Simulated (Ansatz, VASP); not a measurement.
## Two plane-wave programs on Mg5CdSe6

Contents of INCAR:

```
ALGO = Normal
EDIFF = 1E-7
ENCUT = 520
GGA = PE
ISIF = 2
ISMEAR = 0
LASPH = True
LCHARG = False
LREAL = False
LWAVE = False
NBANDS = 41
NELM = 100
PREC = Accurate
SIGMA = 0.1
```

File KPOINTS:

```
k-points
0
Gamma
  6 6 1
```

File POSCAR:

```
Mg5CdSe6
1.0
    4.2654672764     -0.0000000289      0.0000000000
   -2.1327336132      3.6940030348      0.0000000000
    0.0000000000      0.0000000000     20.8663543000
Mg Cd Se
5 1 6
Direct
    0.3333333333      0.6666666667      0.0012960000
    0.0000000000      0.0000000000      0.1663950000
    0.6666666667      0.3333333333      0.3315060000
    0.3333333333      0.6666666667      0.4963640000
    0.6666666667      0.3333333333      0.8360710000
    0.0000000000      0.0000000000      0.6681580000
    0.3333333333      0.6666666667      0.1257440000
    0.0000000000      0.0000000000      0.2908390000
    0.6666666667      0.3333333333      0.4559660000
    0.3333333333      0.6666666667      0.6207160000
    0.0000000000      0.0000000000      0.7963210000
    0.6666666667      0.3333333333      0.9606240000
```

Input for Ansatz:

```yaml
crystal:
  lattice:
    - [4.2654672764, -2.89e-08, 0.0]
    - [-2.1327336132, 3.6940030348, 0.0]
    - [0.0, 0.0, 20.8663543]
  atoms:
    - { symbol: Mg, position: [0.3333333333, 0.6666666667, 0.001296] }
    - { symbol: Mg, position: [0.0, 0.0, 0.166395] }
    - { symbol: Mg, position: [0.6666666667, 0.3333333333, 0.331506] }
    - { symbol: Mg, position: [0.3333333333, 0.6666666667, 0.496364] }
    - { symbol: Mg, position: [0.6666666667, 0.3333333333, 0.836071] }
    - { symbol: Cd, position: [0.0, 0.0, 0.668158] }
    - { symbol: Se, position: [0.3333333333, 0.6666666667, 0.125744] }
    - { symbol: Se, position: [0.0, 0.0, 0.290839] }
    - { symbol: Se, position: [0.6666666667, 0.3333333333, 0.455966] }
    - { symbol: Se, position: [0.3333333333, 0.6666666667, 0.620716] }
    - { symbol: Se, position: [0.0, 0.0, 0.796321] }
    - { symbol: Se, position: [0.6666666667, 0.3333333333, 0.960624] }
basis:
  ecutwfc: 420
kpoints:
  mp_grid: { grid: [6, 6, 1] }
hamiltonian:
  xc: pbe
scf:
  occupations: { method: gaussian, width: 0.1 }
  lower_state_search: "off"
output:
  forces: true
  stress: true
  eigenvalues: true
```

Alike in both runs: task single point; functional PBE; k mesh 6 × 6 × 1; occupations gaussian, width 0.1 eV; no spin polarisation.

|  | VASP | Ansatz |
| --- | --- | --- |
| version | VASP 6.6.1 | Ansatz 0.2.0 |
| potentials or method | VASP PAW PBE potentials, release 64 (Mg, Cd, Se), cutoff 520 eV | scalar-relativistic, plane waves, PAW |
| valence electrons in the cell | 58 | 166 |

```csv
,VASP,Ansatz,Ansatz less VASP
gap on the k mesh at the Fermi level (eV),1.67,1.68,+0.005
least direct gap on the mesh (eV),1.67,1.68,+0.005
pressure (GPa),0.0,0.0,0.00
rms of the force components (eV/Å),0.008,0.001,-0.0077
```

Atom by atom the forces differ by 0.008 eV/Å (rms over components). The functional is the same, so the differences come from potentials, cutoffs and numerics. VASP's potentials hold 58 valence electrons a cell and Ansatz's 166, so a difference there can come from the potentials and not from the codes.
